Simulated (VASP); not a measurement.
# Ga (P6/mmm) in VASP: notebook

The runs below take Ga through relaxation of cell and atoms, with LDA.

All numbers are computed with VASP 6.6.1; they aren't measurements. Logs are shortened: lines on timing, memory, paths and dates and some standing lists are left out, and cuts for length are marked.

## (1) The cell of the first run

Symmetry: P6/mmm, No. 191, hexagonal system. The conventional cell has a = 2.076 Å, b = 2.076 Å, c = 1.952 Å, α = 90.00°, β = 90.00°, γ = 120.00°. Ga (site symmetry 6/mmm) has 8 Ga at 1.95 to 2.08 Å within 2.6 Å.

## (2) Relaxation of cell and atoms, LDA, target pressure 450 GPa, at which the enthalpy is minimised

The input, INCAR:

```
SYSTEM = Ga
  PREC = Accurate
  ENCUT = 600
  EDIFF = 1E-6
  ISMEAR = -1
  SIGMA = 0.1
  LREAL = .False.
  LASPH = .True.
  NELM = 60
  ALGO = Normal
  ISIF = 3
  LWAVE = .False.
  LCHARG = .False.
  GGA = CA
  IBRION = 2
  NSW = 60
  EDIFFG = -0.005
  PSTRESS = 4500.0
```

The input, KPOINTS:

```
regular mesh
0
Gamma
  20 20 19
  0 0 0
```

The input, POSCAR:

```
Ga
1.0
    2.0761750484      0.0000000000      0.0000000000
   -1.0380875242      1.7980203347      0.0000000000
    0.0000000000      0.0000000000      1.9516045455
Ga
1
Direct
    0.0000000000      0.0000000000      0.0000000000
```

Potentials or basis: VASP PAW LDA potentials, release 64 (Ga_d).

Launch:

```
$ cat potpaw_LDA.64/Ga_d/POTCAR > POTCAR
$ mpirun -np 1 vasp_std > vasp.out
```

OUTCAR:

```text
SYSTEM = Ga
   PREC = Accurate
   ENCUT = 600
   EDIFF = 1E-6
   ISMEAR = -1
   LREAL = .False.
   LASPH = .True.
   NELM = 60
   ISIF = 3
   GGA = CA
   IBRION = 2
   NSW = 60
   EDIFFG = -0.005
   PSTRESS = 4500.0

 ion  position               nearest neighbor table
   1  0.000  0.000  0.000-

  LATTYP: Found a hexagonal cell.
 ALAT       =     2.0761750484
 C/A-ratio  =     0.9400000000

  Lattice vectors:

 A1 = (   2.0761750484,   0.0000000000,   0.0000000000)
 A2 = (  -1.0380875242,   1.7980203347,   0.0000000000)
 A3 = (   0.0000000000,   0.0000000000,   1.9516045455)

Analysis of symmetry for initial positions (statically):
=====================================================================
 Subroutine PRICEL returns:
 Original cell was already a primitive cell.

 Routine SETGRP: Setting up the symmetry group for a
 hexagonal supercell.

 Subroutine GETGRP returns: Found 24 space group operations
 (whereof 24 operations were pure point group operations)
 out of a pool of 24 trial point group operations.

The static configuration has the point symmetry D_6h.

Analysis of symmetry for dynamics (positions and initial velocities):
=====================================================================
 Subroutine PRICEL returns:
 Original cell was already a primitive cell.

 Routine SETGRP: Setting up the symmetry group for a
 hexagonal supercell.

 Subroutine GETGRP returns: Found 24 space group operations
 (whereof 24 operations were pure point group operations)
 out of a pool of 24 trial point group operations.

The dynamic configuration has the point symmetry D_6h.

 Subroutine INISYM returns: Found 24 space group operations
 (whereof 24 operations are pure point group operations),
 and found     1 'primitive' translations

----------------------------------------------------------------------------------------

                                     Primitive cell

  volume of cell :       7.2853

  direct lattice vectors                    reciprocal lattice vectors
     2.076175048  0.000000000  0.000000000     0.481654955  0.278083618  0.000000000
    -1.038087524  1.798020335  0.000000000     0.000000000  0.556167236  0.000000000
     0.000000000  0.000000000  1.951604545     0.000000000  0.000000000  0.512398889

  length of vectors
     2.076175048  2.076175048  1.951604545     0.556167236  0.556167236  0.512398889

  position of ions in fractional coordinates (direct lattice)
     0.000000000  0.000000000  0.000000000

  ion indices of the primitive-cell ions
   primitive index   ion index
                 1           1

----------------------------------------------------------------------------------------

 KPOINTS: regular mesh

Automatic generation of k-mesh.
 Grid dimensions read from file:
 generate k-points for:   20   20   19

 Generating k-lattice:

  Cartesian coordinates                     Fractional coordinates (reciprocal lattice)
     0.024082748  0.013904181  0.000000000     0.050000000 -0.000000000  0.000000000
     0.000000000  0.027808362  0.000000000     0.000000000  0.050000000  0.000000000
     0.000000000  0.000000000  0.026968363     0.000000000  0.000000000  0.052631579

  Length of vectors
     0.027808362  0.027808362  0.026968363

  Shift w.r.t. Gamma in fractional coordinates (k-lattice)
     0.000000000  0.000000000  0.000000000

 Subroutine IBZKPT returns following result:
 ===========================================

 Found    440 irreducible k-points:

 Following reciprocal coordinates:
            Coordinates               Weight
  0.000000  0.000000  0.000000      1.000000
  0.050000  0.000000  0.000000      6.000000
  0.100000  0.000000  0.000000      6.000000
  0.150000 -0.000000  0.000000      6.000000
  0.200000  0.000000  0.000000      6.000000
  0.250000  0.000000  0.000000      6.000000
[... 16 lines left out ...]
  0.200000  0.100000  0.000000     12.000000
  0.250000  0.100000  0.000000     12.000000
 [... further k-points ...]
   k-points           NKPTS =    440   k-points in BZ     NKDIM =    440   number of bands    NBANDS=     10
   number of dos      NEDOS =    301   number of ions     NIONS =      1
   total plane-waves  NPLWV =   5184
   dimension x,y,z NGX =    18 NGY =   18 NGZ =   16
   dimension x,y,z NGXF=    36 NGYF=   36 NGZF=   32
   ions per type =               1
   NGX,Y,Z   is equivalent  to a cutoff of  14.41, 14.41, 13.63 a.u.
   NGXF,Y,Z  is equivalent  to a cutoff of  28.83, 28.83, 27.26 a.u.
 SYSTEM =  Ga
   PREC   = accura    normal or accurate (medium, high low for compatibility)
   ISTART =      0    job   : 0-new  1-cont  2-samecut
   ICHARG =      2    charge: 1-file 2-atom 10-const
   ISPIN  =      1    spin polarized calculation?
   LNONCOLLINEAR =      F non collinear calculations
   LSORBIT =      F    spin-orbit coupling
   LASPH  =      T    aspherical Exc in radial PAW
   ENCUT  =  600.0 eV  44.10 Ry    6.64 a.u.   4.15  4.15  3.90*2*pi/ulx,y,z
   NELM   =     60;   NELMIN=  2; NELMDL= -5     # of ELM steps
   EDIFF  = 0.1E-05   stopping-criterion for ELM
   LREAL  =      F    real-space projection
   EDIFFG = -.5E-02   stopping-criterion for IOM
   NSW    =     60    number of steps for IOM
   IBRION =      2    ionic relax: 0-MD 1-quasi-New 2-CG
   NFREE  =      1    steps in history (QN), initial steepest desc. (CG)
   ISIF   =      3    stress and relaxation
   ISYM   =      2    0-nonsym 1-usesym 2-fastsym
   POTIM  = 0.5000    time-step for ionic-motion
   TEBEG  =    0.0;   TEEND  =   0.0 temperature during run
   PSTRESS= 4500.0 pullay stress
   NELECT =      13.0000    total number of electrons
   NUPDOWN=      -1.0000    fix difference up-down
   EMIN   =  10.00;   EMAX   =-10.00  energy-range for DOS
   EFERMI =   0.00;   METHOD = LEGACY
   ISMEAR =    -1;   SIGMA  =   0.10  broadening in eV -4-tet -1-fermi 0-gaus
   EFERMI_NEDOS =   21; number of points for ismear=-14 and -15
   IALGO  =     38    algorithm
   IMIX   =      4    mixing-type and parameters
     AMIX     =   0.40;   BMIX     =  1.00
     AMIX_MAG =   1.60;   BMIX_MAG =  1.00
  volume/ion in A,a.u.               =       7.29        49.16
  Fermi-wavevector in a.u.,A,eV,Ry     =   1.985664  3.752361 53.645902  3.942863
  Thomas-Fermi vector in A             =   3.004739
   LORBIT       =      0    0 simple, 1 ext, 2 COOP (PROOUT), +10 PAW based schemes
   GGA     = CA    functional components
   LHFCALC =     F    Hartree Fock is set to
   AEXX    =    0.0000 exact exchange contribution
   IVDW    =     0    specifies the selected vdW correction
   LEPSILON=     F    determine dielectric tensor
   LRPA    =     F    only Hartree local field effects (RPA)
 conjugate gradient relaxation of ions
 non-spin polarized calculation
  energy-cutoff  :      600.00
  volume of cell :        7.29
 maximum number of plane-waves:       256
 NGX is ok and might be reduce to    18
   NGX =  9   NGY =  9   NGZ =  7

--------------------------------------- Ionic step        1  -------------------------------------------

 number of electron      12.9999991 magnetization

 Free energy of the ion-electron system (eV)
  ---------------------------------------------------
  ext. energy  EPLUGINS =         0.00000000
  ---------------------------------------------------
  free energy    TOTEN  =         3.24275481 eV

  energy without entropy =        3.25044046  energy(sigma->0) =        3.24659763

------------------------ aborting loop because EDIFF is reached ----------------------------------------

  FORCE on cell =-STRESS in cart. coord.  units (eV):
  Direction    XX          YY          ZZ          XY          YZ          ZX
  --------------------------------------------------------------------------------------
  -------------------------------------------------------------------------------------
  Total       21.0158081     21.0158081     24.6595883      0.0000000     -0.0000000     -0.0000000
  in kB     4621.7482819   4621.7482824   5423.0800758      0.0000000     -0.0000000     -0.0000000
  external PRESSURE =     388.8588800 kB  Pullay stress =    4500.0000000 kB
[... 90 lines left out ...]
  FREE ENERGIE OF THE ION-ELECTRON SYSTEM (eV)
  ---------------------------------------------------
  free  energy   TOTEN  =         2.4084139979 eV

  energy  without entropy=        2.4155189617  energy(sigma->0) =        2.41196648

  enthalpy is  TOTEN    =        23.6562277583 eV   P V=       21.2478137603

[... ionic steps 4 to 12 ...]

--------------------------------------- Ionic step       13  -------------------------------------------

 number of electron      12.9999998 magnetization

------------------------ aborting loop because EDIFF is reached ----------------------------------------

  FORCE on cell =-STRESS in cart. coord.  units (eV):
  Direction    XX          YY          ZZ          XY          YZ          ZX
  --------------------------------------------------------------------------------------
  -------------------------------------------------------------------------------------
  Total       20.9457558     20.9457558     20.9448514      0.0000000      0.0000000     -0.0000000
  in kB     4501.8608655   4501.8608665   4501.6664793      0.0000000      0.0000000     -0.0000000
  external PRESSURE =       1.7960704 kB  Pullay stress =    4500.0000000 kB
[... 59 lines left out ...]
  enthalpy is  TOTEN    =        23.6472095506 eV   P V=       20.9373836114

--------------------------------------- Ionic step       15  -------------------------------------------

 number of electron      12.9999998 magnetization

 Free energy of the ion-electron system (eV)
  ---------------------------------------------------
  ext. energy  EPLUGINS =         0.00000000
  ---------------------------------------------------
  free energy    TOTEN  =         2.70970576 eV

  energy without entropy =        2.71653796  energy(sigma->0) =        2.71312186

 E-fermi :  19.1682     XC(G=0): -17.0081

 val. band max:       19.1559755896   @ k =   0.3000   0.3000   0.1579
 cond. band min:      19.1786148715   @ k =   0.3500   0.1500   0.4211
 fundamental gap:      0.0226392818
 Fermi energy:        19.1682253790

 k-point     1 :       0.0000    0.0000    0.0000
  band No.  band energies     occupation
      1      -2.4580      2.00000
      2      -1.0509      2.00000
      3       0.6739      2.00000
      4       0.6739      2.00000
      5       2.5712      2.00000
      6       2.5712      2.00000
      7      33.8520      0.00000
      8      40.2768      0.00000
      9      40.4322      0.00000
     10      44.2029      0.00000
[... 287 lines left out ...]
 k-point    24 :       0.2500    0.1000    0.0000
  band No.  band energies     occupation
      1      -0.5755      2.00000
      2      -0.3661      2.00000
      3       1.3137      2.00000
      4       1.7893      2.00000
      5       2.3637      2.00000
      6       3.6189      2.00000
      7      23.5404      0.00000
      8      30.0117      0.00000
      9      39.8558      0.00000
     10      41.9537      0.00000

 [... further k-points ...]

------------------------ aborting loop because EDIFF is reached ----------------------------------------

  FORCE on cell =-STRESS in cart. coord.  units (eV):
  Direction    XX          YY          ZZ          XY          YZ          ZX
  --------------------------------------------------------------------------------------
  -------------------------------------------------------------------------------------
  Total       20.9422540     20.9422540     20.9378251      0.0000000      0.0000000      0.0000000
  in kB     4501.0209373   4501.0209383   4500.0690550      0.0000000      0.0000000      0.0000000
  external PRESSURE =       0.7036435 kB  Pullay stress =    4500.0000000 kB
[... 16 lines left out ...]
  FREE ENERGIE OF THE ION-ELECTRON SYSTEM (eV)
  ---------------------------------------------------
  free  energy   TOTEN  =         2.7097057580 eV

  energy  without entropy=        2.7165379621  energy(sigma->0) =        2.71312186

  enthalpy is  TOTEN    =        23.6472095131 eV   P V=       20.9375037550

 reached required accuracy - stopping structural energy minimisation
```

It used 160 s of CPU time on 1 thread of Intel(R) Xeon(R) Platinum 8488C (Sapphire Rapids), with other jobs on the host.

What came out:

```yaml
Free_energy: 2.7097 eV
Relaxed_volume: 7.45 Å³/atom
Relaxed_cell: a = 2.071 Å, b = 2.071 Å, c = 2.007 Å, α = 90.00°, β = 90.00°, γ = 120.00°
Space_group_after_relaxing_to_0.05_Å: P6/mmm (No. 191)
Energy_change_on_relaxing_the_enthalpy_is_what_falls: -533.0 meV/atom
Ionic_steps: 15
Pressure_after_relaxing: 450.1 GPa
```

The path:
```csv
step,energy change (eV),largest force (eV/Å),pressure (GPa),volume (Å³)
1,0.0000,0.0000,488.89,7.29
2,-3.5941,0.0000,217.01,9.23
3,-0.8343,0.0000,427.24,7.57
4,-0.6872,0.0000,438.10,7.51
5,0.3958,0.0000,520.09,7.18
6,-0.5508,0.0000,448.71,7.46
7,-0.5407,0.0000,449.77,7.46
8,-0.5437,0.0000,449.20,7.46
9,-0.4915,0.0000,453.30,7.44
10,-0.5372,0.0000,449.77,7.46
11,-0.5228,0.0000,451.28,7.45
12,-0.5331,0.0000,449.82,7.45
13,-0.5326,0.0000,450.18,7.45
14,-0.5329,0.0000,450.09,7.45
15,-0.5330,0.0000,450.07,7.45
```

Final structure:
```
Ga
1.0
     2.07071    0.00000    0.00000
    -1.03536    1.79329    0.00000
     0.00000    0.00000    2.00749
Ga
1
Direct
  0.00000 0.00000 0.00000
```

Caveat: the cell is relaxed towards a set pressure, so the enthalpy falls and the energy may rise.

## (3) Relaxation of cell and atoms, LDA, target pressure 450 GPa, at which the enthalpy is minimised

This run uses another cell than the first one, of 7.39 Å³/atom, 1.015 times its volume.

The input, INCAR:

```
SYSTEM = Ga
PREC     = Accurate       ! precision mode
ENCUT    = 600            ! plane-wave cutoff, eV
EDIFF    = 1E-7           ! SCF threshold, eV
ISMEAR   = -1             ! smearing method
SIGMA    = 0.1            ! smearing width, eV
LREAL    = .False.        ! projectors in reciprocal space
LASPH    = .True.         ! aspherical terms in the spheres
NELM     = 100            ! most SCF steps
ALGO     = Normal         ! electronic algorithm
ISIF     = 3              ! what is computed and relaxed
LWAVE    = .False.        ! write WAVECAR
LCHARG   = .False.        ! write CHGCAR
IBRION   = 2              ! ionic algorithm
NSW      = 32             ! ionic steps
EDIFFG   = -0.005         ! ionic threshold
PSTRESS  = 4500.0
```

KPOINTS is that of step 2.

The input, POSCAR:

```
Ga
1.0
    2.0660427650      0.0000000000      0.0000000000
   -1.0330213825      1.7892455198      0.0000000000
    0.0000000000      0.0000000000      2.0002276194
Ga
1
Direct
    0.0000000000      0.0000000000      0.0000000000
```

Potentials or basis: VASP PAW LDA potentials, release 64 (Ga_d).

Launch:

```
$ cat potpaw_LDA.64/Ga_d/POTCAR > POTCAR
$ mpirun -np 1 vasp_std > vasp.out
```

It used 120 s of CPU time on 1 thread of Intel(R) Xeon(R) Platinum 8488C (Sapphire Rapids) (shared host).

Results (log left out):

- Free energy: 2.7087 eV
- Relaxed volume: 7.45 Å³/atom
- Relaxed cell: a = 2.071 Å, b = 2.071 Å, c = 2.007 Å, α = 90.00°, β = 90.00°, γ = 120.00°
- Space group after relaxing (to 0.05 Å): P6/mmm (No. 191)
- Energy change on relaxing (the enthalpy is what falls): -173.2 meV/atom
- Ionic steps: 9
- Pressure after relaxing: 449.9 GPa

Step by step:
| step | energy change (eV) | largest force (eV/Å) | pressure (GPa) | volume (Å³) |
| --- | --- | --- | --- | --- |
| 1 | 0.0000 | 0.0000 | 463.41 | 7.39 |
| 2 | -1.6840 | 0.0000 | 336.66 | 8.08 |
| 3 | -0.1831 | 0.0000 | 449.24 | 7.46 |
| 4 | -0.1745 | 0.0000 | 449.94 | 7.46 |
| 5 | -0.1780 | 0.0000 | 449.64 | 7.46 |
| 6 | -0.1725 | 0.0000 | 450.08 | 7.45 |
| 7 | -0.1769 | 0.0000 | 449.72 | 7.46 |
| 8 | -0.1498 | 0.0000 | 451.89 | 7.45 |
| 9 | -0.1732 | 0.0000 | 449.95 | 7.45 |

Final structure:
```
Ga
1.0
     2.07076    0.00000    0.00000
    -1.03538    1.79333    0.00000
     0.00000    0.00000    2.00748
Ga
1
Direct
  0.00000 0.00000 0.00000
```

Levels at points of the mesh, in eV from the Fermi level:
```tsv
k point	band 4	band 5	band 6	band 7	band 8	band 9
(0.00, 0.00, 0.00)	-18.49	-16.60	-16.60	14.68	21.11	21.26
(0.50, 0.00, 0.00)	-16.84	-16.37	-10.57	-5.03	12.43	19.51
```

Caveat: the cell is relaxed towards a set pressure, so the enthalpy falls and the energy may rise.
